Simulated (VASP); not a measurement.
# I (Cmce) in VASP: a series of runs, part 2 of 2

VASP 6.6.1. Earlier steps stand in the parts before.

## (4) Single point, BLYP

Contents of INCAR:

```
SYSTEM = I
  PREC = Accurate
  ENCUT = 520
  EDIFF = 1E-6
  ISMEAR = -1
  SIGMA = 0.05
  LREAL = .FALSE.
  LASPH = .TRUE.
  NELM = 60
  ALGO = Normal
  ISIF = 2
  LWAVE = .FALSE.
  LCHARG = .FALSE.
  GGA = B5
  ALDAX = 1.0
  AGGAX = 1.0
  AGGAC = 1.0
  ALDAC = 0.0
  NBANDS = 22
```

Contents of KPOINTS:

```
Automatic mesh
0
G
  7 7 3
  0 0 0
```

Contents of POSCAR:

```
I
1.0
    6.4808877652     -2.4939388359      0.0000000000
    6.4808877652      2.4939388359      0.0000000000
    0.0000000000      0.0000000000     10.0089431546
I
4
Direct
    0.8526300055      0.1473699945      0.1211722215
    0.6473699945      0.3526300055      0.6211722215
    0.1473699945      0.8526300055      0.8788277785
    0.3526300055      0.6473699945      0.3788277785
```

Potentials or basis: VASP PAW PBE potentials, release 64 (I).

Command:

```sh
> cat potpaw_PBE.64/I/POTCAR > POTCAR
> mpirun -np 1 vasp_std > vasp.out
```

OUTCAR:

```text
SYSTEM = I
   PREC = Accurate
   ENCUT = 520
   EDIFF = 1E-6
   ISMEAR = -1
   LREAL = .FALSE.
   LASPH = .TRUE.
   NELM = 60
   ISIF = 2
   GGA = B5

 ion  position               nearest neighbor table
   1  0.853  0.147  0.121-   3 2.84
   2  0.647  0.353  0.621-   4 2.84
   3  0.147  0.853  0.879-   1 2.84
   4  0.353  0.647  0.379-   2 2.84

  LATTYP: Found a base centered orthorhombic cell.
 ALAT       =     4.9878776718
 B/A-ratio  =     2.5986554569
 C/A-ratio  =     2.0066536939

  Lattice vectors:

 A1 = (  -6.4808877652,  -2.4939388359,   0.0000000000)
 A2 = (   6.4808877652,  -2.4939388359,   0.0000000000)
 A3 = (   0.0000000000,   0.0000000000,  10.0089431546)

Analysis of symmetry for initial positions (statically):
=====================================================================
 Subroutine PRICEL returns:
 Original cell was already a primitive cell.

 Routine SETGRP: Setting up the symmetry group for a
 base centered orthorhombic supercell.

 Subroutine GETGRP returns: Found  8 space group operations
 (whereof  4 operations were pure point group operations)
 out of a pool of  8 trial point group operations.

The static configuration has the point symmetry C_2h.
 The point group associated with its full space group is D_2h.

Analysis of symmetry for dynamics (positions and initial velocities):
=====================================================================
 Subroutine PRICEL returns:
 Original cell was already a primitive cell.

 Routine SETGRP: Setting up the symmetry group for a
 base centered orthorhombic supercell.

 Subroutine GETGRP returns: Found  8 space group operations
 (whereof  4 operations were pure point group operations)
 out of a pool of  8 trial point group operations.

The dynamic configuration has the point symmetry C_2h.
 The point group associated with its full space group is D_2h.
[... 119 lines left out ...]
   EFERMI_NEDOS =   21; number of points for ismear=-14 and -15
   IALGO  =     38    algorithm
   IMIX   =      4    mixing-type and parameters
     AMIX     =   0.40;   BMIX     =  1.00
     AMIX_MAG =   1.60;   BMIX_MAG =  1.00
  volume/ion in A,a.u.               =      80.89       545.85
  Fermi-wavevector in a.u.,A,eV,Ry     =   0.724127  1.368401  7.134347  0.524360
  Thomas-Fermi vector in A             =   1.814518
   LORBIT       =      0    0 simple, 1 ext, 2 COOP (PROOUT), +10 PAW based schemes
   GGA     = B5    functional components
   LHFCALC =     F    Hartree Fock is set to
   AEXX    =    0.0000 exact exchange contribution
   IVDW    =     0    specifies the selected vdW correction
   LEPSILON=     F    determine dielectric tensor
   LRPA    =     F    only Hartree local field effects (RPA)
 non-spin polarized calculation
  energy-cutoff  :      520.00
  volume of cell :      323.55
 maximum number of plane-waves:      8738
 NGX is ok and might be reduce to    54
   NGX = 25   NGY = 25   NGZ = 37

 number of electron      28.0000002 magnetization

 Free energy of the ion-electron system (eV)
  ---------------------------------------------------
  ext. energy  EPLUGINS =         0.00000000
  ---------------------------------------------------
  free energy    TOTEN  =        -4.89791577 eV

  energy without entropy =       -4.89790856  energy(sigma->0) =       -4.89791217

 E-fermi :  -0.9233     XC(G=0):  -4.9241

 val. band max:       -1.4477716108   @ k =   0.0000   0.0000   0.0000
 cond. band min:      -0.3888059038   @ k =   0.0000   0.0000   0.0000
 fundamental gap:      1.0589657070
 Fermi energy:        -0.9232670760

 k-point     1 :       0.0000    0.0000    0.0000
  band No.  band energies     occupation
      1     -14.2050      2.00000
      2     -13.7582      2.00000
      3     -12.7364      2.00000
      4     -11.9949      2.00000
      5      -5.2063      2.00000
      6      -4.3532      2.00000
[... 589 lines left out ...]
     21       5.8959      0.00000
     22       6.0719      0.00000

 [... further k-points ...]

------------------------ aborting loop because EDIFF is reached ----------------------------------------

  FORCE on cell =-STRESS in cart. coord.  units (eV):
  Direction    XX          YY          ZZ          XY          YZ          ZX
  --------------------------------------------------------------------------------------
  -------------------------------------------------------------------------------------
  Total        0.0798363      0.0314511      0.0739361      0.0000000      0.0000000      0.0000000
  in kB        0.3953414      0.1557429      0.3661244      0.0000000      0.0000000      0.0000000
  external PRESSURE =       0.3057362 kB  Pullay stress =       0.0000000 kB

 VOLUME and BASIS-vectors are now :
 -----------------------------------------------------------------------------
  energy-cutoff  :      520.00
  volume of cell :      323.55
      direct lattice vectors                 reciprocal lattice vectors
     6.480887765 -2.493938836  0.000000000     0.077149924 -0.200486072  0.000000000
     6.480887765  2.493938836  0.000000000     0.077149924  0.200486072  0.000000000
     0.000000000  0.000000000 10.008943155     0.000000000  0.000000000  0.099910648

 POSITION                                       TOTAL-FORCE (eV/Angst)
 -----------------------------------------------------------------------------------
      6.48089     -1.75888      1.21281         0.000000      0.009365      0.005174
      6.48089     -0.73506      6.21728         0.000000     -0.009365      0.005174
      6.48089      1.75888      8.79614         0.000000     -0.009365     -0.005174
      6.48089      0.73506      3.79167         0.000000      0.009365     -0.005174
 -----------------------------------------------------------------------------------
    total drift:                               -0.000000      0.000000      0.000000

  FREE ENERGIE OF THE ION-ELECTRON SYSTEM (eV)
  ---------------------------------------------------
  free  energy   TOTEN  =        -4.8979157735 eV

  energy  without entropy=       -4.8979085626  energy(sigma->0) =       -4.89791217
```

OSZICAR:

```text
N       E                     dE             d eps       ncg     rms          rms(c)
DAV:   1     0.172913888337E+03    0.17291E+03   -0.89853E+03  1408   0.934E+02
DAV:   2     0.140383630221E+02   -0.15888E+03   -0.15338E+03  2136   0.147E+02
DAV:   3    -0.466349210953E+01   -0.18702E+02   -0.18649E+02  1808   0.576E+01
DAV:   4    -0.518674453953E+01   -0.52325E+00   -0.52315E+00  1900   0.117E+01
DAV:   5    -0.519766138850E+01   -0.10917E-01   -0.10917E-01  1998   0.185E+00    0.654E+00
DAV:   6    -0.497783429211E+01    0.21983E+00   -0.18267E-01  1660   0.181E+00    0.444E+00
DAV:   7    -0.491411863366E+01    0.63716E-01   -0.41873E-01  1432   0.277E+00    0.558E-01
DAV:   8    -0.489912242170E+01    0.14996E-01   -0.53602E-02  1414   0.118E+00    0.319E-01
DAV:   9    -0.489797797906E+01    0.11444E-02   -0.17890E-03  1576   0.278E-01    0.101E-01
DAV:  10    -0.489792408455E+01    0.53895E-04   -0.37966E-04  1738   0.104E-01    0.907E-02
DAV:  11    -0.489791658476E+01    0.74998E-05   -0.29172E-05  1828   0.293E-02    0.157E-02
DAV:  12    -0.489791571384E+01    0.87093E-06   -0.18629E-05  1552   0.247E-02    0.231E-02
DAV:  13    -0.489791577354E+01   -0.59704E-07   -0.39852E-06  1708   0.101E-02
   1 F= -.48979158E+01 E0= -.48979122E+01  d E =-.721096E-05
```

It took 8 min on 1 thread of Oxide Virtual Turin-like, shared host; peak memory 0.55 GiB.

Results:

| Quantity | Value |
| --- | --- |
| Free energy | -4.8979 eV |
| Pressure | 0.0 GPa |
| Largest force | 0.011 eV/Å |
| Band gap on the k mesh | 1.06 eV |

Forces in eV/Å, atoms in the order of the input:
```
I    0.000  0.009  0.005
I    0.000 -0.009  0.005
I    0.000 -0.009 -0.005
I    0.000  0.009 -0.005
```

Caveat: this functional lacks dispersion, which holds the molecules together, so the pressure and a relaxed volume are unreliable; the PAW data sets were made with another functional, which shifts forces and pressure a little; spin-orbit coupling is left out, which moves the levels of the heavy elements.

## (5) Summary

| task | cell | k mesh | cutoff (eV) | gap on the mesh (eV) | pressure (GPa) | largest force (eV/Å) |
| --- | --- | --- | --- | --- | --- | --- |
| single point | a = 6.944, b = 6.944, c = 10.009 Å, angles 90.0, 90.0, 42.1°, 4 atoms, atomic positions A | 5 × 5 × 2 | 520 | 1.06 | 0.0 | 0.01 |
| relaxation of cell and atoms | relaxed from a = 4.280, b = 4.280, c = 9.801 Å, angles 90.0, 90.0, 66.5°, 4 atoms, atomic positions B | 5 × 5 × 2 | 600 | 1.06 | 0.0 | 0.01 |
| single point | a = 6.944, b = 6.944, c = 10.009 Å, angles 90.0, 90.0, 42.1°, 4 atoms, atomic positions A | 7 × 7 × 3 | 520 | 1.06 | 0.0 | 0.01 |

Alike in all rows: level BLYP; potentials or basis VASP PAW PBE potentials, release 64 (I); no spin polarisation; smearing fermi-dirac 0.05 eV.

Caveats: this functional lacks dispersion, which holds the molecules together, so the pressure and a relaxed volume are unreliable; the PAW data sets were made with another functional, which shifts forces and pressure a little; spin-orbit coupling is left out, which moves the levels of the heavy elements.

Total energies depend on the potentials used, so only differences within one code and one set of settings carry meaning.
